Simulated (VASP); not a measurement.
# HfB4 (P6/mmm) in VASP: notebook, part 2 of 2

VASP 6.6.1.

## (3) Relaxation of cell and atoms, PBE

This run uses another cell than the first one, of 8.36 Å³/atom, 0.484 times its volume.

File INCAR:

```
SYSTEM = HfB4
PREC = Accurate
ENCUT = 600
EDIFF = 1E-7
ISMEAR = 0
SIGMA = 0.1
LREAL = .FALSE.
LASPH = .TRUE.
NELM = 100
ALGO = Normal
ISIF = 3
LWAVE = .FALSE.
LCHARG = .FALSE.
GGA = PE
IBRION = 2
NSW = 90
EDIFFG = -0.04
```

File KPOINTS:

```
regular mesh
0
G
  6 6 4
  0 0 0
```

File POSCAR:

```
HfB4
1.0
    3.0926438800      0.0000000000      0.0000000000
   -1.5463219400      2.6783081600      0.0000000000
    0.0000000000      0.0000000000      5.0455236400
Hf B
1 4
Direct
    0.0000000000      0.0000000000      0.0000000000
    0.0000000000      0.0000000000      0.3760019000
    0.0000000000      0.0000000000      0.6239981000
    0.3333333300      0.6666666700      0.0000000000
    0.6666666700      0.3333333300      0.0000000000
```

Potentials or basis: VASP PAW PBE potentials, release 64 (Hf_pv, B).

Launch:

```console
$ cat potpaw_PBE.64/Hf_pv/POTCAR potpaw_PBE.64/B/POTCAR > POTCAR
$ mpirun -np 1 vasp_std > vasp.out
```

OUTCAR:

```text
SYSTEM = HfB4
   PREC = Accurate
   ENCUT = 600
   EDIFF = 1E-7
   ISMEAR = 0
   LREAL = .FALSE.
   LASPH = .TRUE.
   NELM = 100
   ISIF = 3
   GGA = PE
   IBRION = 2
   NSW = 90
   EDIFFG = -0.04

 ion  position               nearest neighbor table
   1  0.000  0.000  0.000-   4 1.79   5 1.79   4 1.79   5 1.79   5 1.79   4 1.79   2 1.90   3 1.90

   2  0.000  0.000  0.376-   3 1.25   1 1.90
   3  0.000  0.000  0.624-   2 1.25   1 1.90
   4  0.333  0.667  0.000-   5 1.79   1 1.79   5 1.79   1 1.79   1 1.79   5 1.79
   5  0.667  0.333  0.000-   4 1.79   1 1.79   4 1.79   1 1.79   1 1.79   4 1.79

  LATTYP: Found a hexagonal cell.
 ALAT       =     3.0926438800
 C/A-ratio  =     1.6314596299

  Lattice vectors:

 A1 = (   3.0926438800,   0.0000000000,   0.0000000000)
 A2 = (  -1.5463219400,   2.6783081600,   0.0000000000)
 A3 = (   0.0000000000,   0.0000000000,   5.0455236400)

Analysis of symmetry for initial positions (statically):
=====================================================================
 Subroutine PRICEL returns:
 Original cell was already a primitive cell.

 Routine SETGRP: Setting up the symmetry group for a
 hexagonal supercell.

 Subroutine GETGRP returns: Found 24 space group operations
 (whereof 24 operations were pure point group operations)
 out of a pool of 24 trial point group operations.

The static configuration has the point symmetry D_6h.

Analysis of symmetry for dynamics (positions and initial velocities):
=====================================================================
 Subroutine PRICEL returns:
 Original cell was already a primitive cell.

 Routine SETGRP: Setting up the symmetry group for a
 hexagonal supercell.

 Subroutine GETGRP returns: Found 24 space group operations
 (whereof 24 operations were pure point group operations)
 out of a pool of 24 trial point group operations.

The dynamic configuration has the point symmetry D_6h.

 Subroutine INISYM returns: Found 24 space group operations
 (whereof 24 operations are pure point group operations),
 and found     1 'primitive' translations

----------------------------------------------------------------------------------------

                                     Primitive cell

  volume of cell :      41.7923

  direct lattice vectors                    reciprocal lattice vectors
     3.092643880  0.000000000  0.000000000     0.323347931  0.186685015  0.000000000
    -1.546321940  2.678308160  0.000000000     0.000000000  0.373370031  0.000000000
     0.000000000  0.000000000  5.045523640     0.000000000  0.000000000  0.198195484

  length of vectors
     3.092643880  3.092643876  5.045523640     0.373370030  0.373370031  0.198195484

  position of ions in fractional coordinates (direct lattice)
     0.000000000  0.000000000  0.000000000
     0.000000000  0.000000000  0.376001900
     0.000000000  0.000000000  0.623998100
     0.333333330  0.666666670  0.000000000
     0.666666670  0.333333330  0.000000000

  ion indices of the primitive-cell ions
   primitive index   ion index
                 1           1
                 2           2
                 3           3
                 4           4
                 5           5

----------------------------------------------------------------------------------------

 KPOINTS: regular mesh

Automatic generation of k-mesh.
 Grid dimensions read from file:
 generate k-points for:    6    6    4

 Generating k-lattice:

  Cartesian coordinates                     Fractional coordinates (reciprocal lattice)
     0.053891322  0.031114169  0.000000000     0.166666667  0.000000000  0.000000000
     0.000000000  0.062228338  0.000000000     0.000000000  0.166666667  0.000000000
     0.000000000  0.000000000  0.049548871     0.000000000  0.000000000  0.250000000

  Length of vectors
     0.062228338  0.062228338  0.049548871

  Shift w.r.t. Gamma in fractional coordinates (k-lattice)
     0.000000000  0.000000000  0.000000000

 Subroutine IBZKPT returns following result:
 ===========================================

 Found     21 irreducible k-points:

 Following reciprocal coordinates:
            Coordinates               Weight
  0.000000  0.000000  0.000000      1.000000
  0.166667  0.000000  0.000000      6.000000
  0.333333  0.000000  0.000000      6.000000
  0.500000  0.000000  0.000000      3.000000
  0.166667  0.166667  0.000000      6.000000
  0.333333  0.166667  0.000000     12.000000
[... 13 lines left out ...]
  0.333333  0.166667  0.500000     12.000000
  0.333333  0.333333  0.500000      2.000000
   k-points           NKPTS =     21   k-points in BZ     NKDIM =     21   number of bands    NBANDS=     15
   number of dos      NEDOS =    301   number of ions     NIONS =      5
   total plane-waves  NPLWV =  31360
   dimension x,y,z NGX =    28 NGY =   28 NGZ =   40
   dimension x,y,z NGXF=    56 NGYF=   56 NGZF=   80
   ions per type =               1   4
   NGX,Y,Z   is equivalent  to a cutoff of  15.05, 15.05, 13.18 a.u.
   NGXF,Y,Z  is equivalent  to a cutoff of  30.10, 30.10, 26.36 a.u.
 SYSTEM =  HfB4
   PREC   = accura    normal or accurate (medium, high low for compatibility)
   ISTART =      0    job   : 0-new  1-cont  2-samecut
   ICHARG =      2    charge: 1-file 2-atom 10-const
   ISPIN  =      1    spin polarized calculation?
   LNONCOLLINEAR =      F non collinear calculations
   LSORBIT =      F    spin-orbit coupling
   LASPH  =      T    aspherical Exc in radial PAW
   ENCUT  =  600.0 eV  44.10 Ry    6.64 a.u.   6.18  6.18 10.08*2*pi/ulx,y,z
   NELM   =    100;   NELMIN=  2; NELMDL= -5     # of ELM steps
   EDIFF  = 0.1E-06   stopping-criterion for ELM
   LREAL  =      F    real-space projection
   EDIFFG = -.4E-01   stopping-criterion for IOM
   NSW    =     90    number of steps for IOM
   IBRION =      2    ionic relax: 0-MD 1-quasi-New 2-CG
   NFREE  =      1    steps in history (QN), initial steepest desc. (CG)
   ISIF   =      3    stress and relaxation
   ISYM   =      2    0-nonsym 1-usesym 2-fastsym
   POTIM  = 0.5000    time-step for ionic-motion
   TEBEG  =    0.0;   TEEND  =   0.0 temperature during run
   PSTRESS=    0.0 pullay stress
   NELECT =      22.0000    total number of electrons
   NUPDOWN=      -1.0000    fix difference up-down
   EMIN   =  10.00;   EMAX   =-10.00  energy-range for DOS
   EFERMI =   0.00;   METHOD = LEGACY
   ISMEAR =     0;   SIGMA  =   0.10  broadening in eV -4-tet -1-fermi 0-gaus
   EFERMI_NEDOS =   21; number of points for ismear=-14 and -15
   IALGO  =     38    algorithm
   IMIX   =      4    mixing-type and parameters
     AMIX     =   0.40;   BMIX     =  1.00
     AMIX_MAG =   1.60;   BMIX_MAG =  1.00
  volume/ion in A,a.u.               =       8.36        56.41
  Fermi-wavevector in a.u.,A,eV,Ry     =   1.321854  2.497942 23.773433  1.747298
  Thomas-Fermi vector in A             =   2.451578
   LORBIT       =      0    0 simple, 1 ext, 2 COOP (PROOUT), +10 PAW based schemes
   GGA     = PE    functional components
   LHFCALC =     F    Hartree Fock is set to
   AEXX    =    0.0000 exact exchange contribution
   IVDW    =     0    specifies the selected vdW correction
   LEPSILON=     F    determine dielectric tensor
   LRPA    =     F    only Hartree local field effects (RPA)
 conjugate gradient relaxation of ions
 non-spin polarized calculation
 Gauss-broadening in eV      SIGMA  =   0.10
  energy-cutoff  :      600.00
  volume of cell :       41.79
 maximum number of plane-waves:      1406
 NGX is ok and might be reduce to    28
   NGX = 13   NGY = 13   NGZ = 21

--------------------------------------- Ionic step        1  -------------------------------------------

 number of electron      21.9999999 magnetization

 Free energy of the ion-electron system (eV)
  ---------------------------------------------------
  ext. energy  EPLUGINS =         0.00000000
  ---------------------------------------------------
  free energy    TOTEN  =       -11.24406593 eV

  energy without entropy =      -11.22318235  energy(sigma->0) =      -11.23362414

 E-fermi :   6.3551     XC(G=0): -12.0298

 val. band max:        6.1515060434   @ k =   0.1667   0.0000   0.2500
 cond. band min:       6.3616891448   @ k =   0.1667   0.0000   0.2500
 fundamental gap:      0.2101831014
 Fermi energy:         6.3550550807
[... 871 lines left out ...]
  FREE ENERGIE OF THE ION-ELECTRON SYSTEM (eV)
  ---------------------------------------------------
  free  energy   TOTEN  =       -23.3319462680 eV

  energy  without entropy=      -23.3062215950  energy(sigma->0) =      -23.31908393

[... ionic steps 4 to 15 ...]

--------------------------------------- Ionic step       16  -------------------------------------------

 number of electron      22.0000000 magnetization

------------------------ aborting loop because EDIFF is reached ----------------------------------------
[... 73 lines left out ...]
--------------------------------------- Ionic step       18  -------------------------------------------

 number of electron      21.9999999 magnetization

 Free energy of the ion-electron system (eV)
  ---------------------------------------------------
  ext. energy  EPLUGINS =         0.00000000
  ---------------------------------------------------
  free energy    TOTEN  =       -27.25787437 eV

  energy without entropy =      -27.22014260  energy(sigma->0) =      -27.23900848

 E-fermi :   1.3139     XC(G=0):  -8.9603

 val. band max:        1.3137674602   @ k =   0.3333   0.1667   0.2500
 cond. band min:       1.3208579735   @ k =   0.3333   0.1667   0.5000
 fundamental gap:      0.0070905133
 Fermi energy:         1.3138932490
[... 408 lines left out ...]
  FREE ENERGIE OF THE ION-ELECTRON SYSTEM (eV)
  ---------------------------------------------------
  free  energy   TOTEN  =       -27.2578743728 eV

  energy  without entropy=      -27.2201425951  energy(sigma->0) =      -27.23900848

 reached required accuracy - stopping structural energy minimisation
```

Wall time 7.3 min (1 thread of Intel Xeon Platinum 8259CL at 2.50GHz (Skylake/Cascade Lake), shared host); peak memory 0.19 GiB.

Results:

- Free energy: -27.2579 eV
- Relaxed volume: 17.31 Å³/atom
- Relaxed cell: a = 3.996 Å, b = 3.996 Å, c = 6.261 Å, α = 90.00°, β = 90.00°, γ = 120.00°
- Space group after relaxing (to 0.05 Å): P6/mmm (No. 191)
- Energy gained by relaxing: 3202.8 meV/atom
- Ionic steps: 18
- Pressure after relaxing: 0.0 GPa
- Largest force after relaxing: 0.011 eV/Å
- Band gap on the k mesh: zero (band 11 reaches 2.24 eV, above the bottom of band 12 at 0.48 eV)

Forces on the atoms (eV/Å):
```
Hf   0.000  0.000  0.000
B    0.000  0.000 -0.011
B    0.000  0.000  0.011
B    0.000  0.000  0.000
B    0.000  0.000  0.000
```

Stress tensor (GPa, compression positive):
```
0.01 0.00 0.00
0.00 0.01 0.00
0.00 0.00 0.11
```

The path:
| step | energy change (eV) | largest force (eV/Å) | pressure (GPa) | volume (Å³) |
| --- | --- | --- | --- | --- |
| 1 | 0.0000 | 11.0825 | 195.12 | 41.79 |
| 2 | -9.2373 | 4.8141 | -3.85 | 138.09 |
| 3 | -12.0879 | 7.9792 | 19.23 | 76.27 |
| 4 | -11.9280 | 7.2301 | 8.13 | 89.06 |
| 5 | -12.0669 | 7.5139 | 12.17 | 83.65 |
| 6 | -14.4241 | 1.6025 | -11.28 | 109.82 |
| 7 | -14.6320 | 2.6164 | -8.23 | 103.08 |
| 8 | -15.7336 | 1.6244 | -4.94 | 92.93 |
| 9 | -15.9282 | 1.4743 | 0.10 | 86.54 |
| 10 | -15.9536 | 0.0113 | -2.04 | 88.68 |
| 11 | -15.9587 | 0.3342 | -1.55 | 88.13 |
| 12 | -15.9584 | 0.5140 | -1.28 | 87.84 |
| 13 | -16.0073 | 0.1008 | 0.59 | 85.78 |
| 14 | -16.0085 | 0.0082 | 0.93 | 85.44 |
| 15 | -16.0137 | 0.0602 | 0.13 | 86.45 |
| 16 | -16.0137 | 0.0608 | 0.12 | 86.46 |
| 17 | -16.0137 | 0.0599 | -0.01 | 86.63 |
| 18 | -16.0138 | 0.0110 | 0.04 | 86.56 |

Final structure:
```
Hf B
1.0
     3.99556    0.00000    0.00000
    -1.99778    3.46025    0.00000
     0.00000    0.00000    6.26078
Hf B
1 4
Direct
  0.00000 0.00000 0.00000
  0.00000 0.00000 0.36913
  0.00000 0.00000 0.63087
  0.33333 0.66667 0.00000
  0.66667 0.33333 0.00000
```

Levels at points of the mesh, in eV from the Fermi level:
| k point | band 9 | band 10 | band 11 | band 12 | band 13 | band 14 |
| --- | --- | --- | --- | --- | --- | --- |
| (0.00, 0.00, 0.00) | -2.16 | -0.49 | 0.93 | 0.93 | 0.95 | 1.89 |
| (0.50, 0.00, 0.00) | -2.16 | -2.15 | -0.87 | -0.84 | 0.57 | 0.80 |
| (0.00, 0.00, 0.50) | -2.41 | -0.49 | 0.32 | 0.32 | 2.10 | 3.47 |
| (0.50, 0.00, 0.50) | -2.10 | -0.91 | -0.32 | -0.22 | 0.57 | 0.82 |

Caveat: the k points lie up to 0.30 Å⁻¹ apart in the final cell; the volume moved by over 15 % at a fixed basis, so the end points are rough; spin-orbit coupling is left out, which moves the levels of the heavy elements.

## (4) Single point, PBE

This run uses another cell than the first one, of 8.36 Å³/atom, 0.484 times its volume.

File INCAR:

```
SYSTEM = HfB4
ALGO = Normal ; EDIFF = 1E-6
ENCUT = 520 ; GGA = PE
ISIF = 2 ; ISMEAR = 0
LASPH = .TRUE. ; LCHARG = .FALSE.
LREAL = .FALSE. ; LWAVE = .FALSE.
NBANDS = 19 ; NELM = 60
PREC = Accurate ; SIGMA = 0.1
```

File KPOINTS:

```
k-points
0
G
  6 6 4
  0 0 0
```

POSCAR is that of step 3.

Launch:

```console
$ cat potpaw_PBE.64/Hf_pv/POTCAR potpaw_PBE.64/B/POTCAR > POTCAR
$ mpirun -np 1 vasp_std > vasp.out
```

Run time: 15 s. Hardware: 1 thread of AMD EPYC 7R13 (Zen 3), shared host; peak memory 0.13 GiB.

It converged, with:

| Item | Value |
| --- | --- |
| Free energy | -11.2377 eV |
| Pressure | 195.2 GPa |
| Largest force | 11.084 eV/Å |
| Band gap on the k mesh | zero (band 11 reaches 7.89 eV, above the bottom of band 12 at 4.37 eV) |

Forces in eV/Å, atoms in the order of the input:
```
Hf    0.000   0.000   0.000
B     0.000   0.000 -11.084
B     0.000   0.000  11.084
B     0.000   0.000   0.000
B     0.000   0.000   0.000
```

Stress tensor (GPa, compression positive):
```
214.67   0.00   0.00
  0.00 214.67   0.00
  0.00   0.00 156.14
```

Levels at points of the mesh, in eV from the Fermi level:
```
           k point  band 8  band 9  band 10  band 11  band 12  band 13  band 14  band 15
(0.00, 0.00, 0.00)   -5.49   -3.99     1.53     1.53     1.70     1.70     2.44     4.67
(0.50, 0.00, 0.00)   -3.49   -1.92    -1.31    -1.11     0.02     0.10     0.22     0.75
(0.00, 0.00, 0.50)   -6.24   -3.56    -0.27    -0.27     3.46     4.72     5.99     5.99
(0.50, 0.00, 0.50)   -4.86   -1.69    -1.09    -0.62    -0.23     0.02     0.13     3.63
```

Caveat: the k points lie up to 0.39 Å⁻¹ apart; spin-orbit coupling is left out, which moves the levels of the heavy elements; forces of over 1 eV/Å act on the atoms, so gaps and moduli don't describe the material at rest.

## (5) The runs side by side

```csv
task,cell,cutoff (eV),gap on the mesh (eV),pressure (GPa),largest force (eV/Å)
single point,"a = 3.995, b = 3.995, c = 6.249 Å, angles 90.0, 90.0, 120.0°, 5 atoms",520,none,0.3,0.02
relaxation of cell and atoms,"relaxed from a = 3.093, b = 3.093, c = 5.046 Å, angles 90.0, 90.0, 120.0°, 5 atoms",600,none,0.0,0.01
single point,"a = 3.093, b = 3.093, c = 5.046 Å, angles 90.0, 90.0, 120.0°, 5 atoms",520,none,195.2,11.08
```

Alike in all rows: level PBE; potentials or basis VASP PAW PBE potentials, release 64 (Hf_pv, B); no spin polarisation; k mesh 6 × 6 × 4; smearing gaussian 0.1 eV.

Caveats: some runs use coarse meshes; spin-orbit coupling is left out, which moves the levels of the heavy elements; the volume moved by over 15 % at a fixed basis, so the end points are rough (some runs); forces of over 1 eV/Å act on the atoms, so gaps and moduli don't describe the material at rest (some runs).

Total energies depend on the potentials used, so only differences within one code and one set of settings carry meaning.
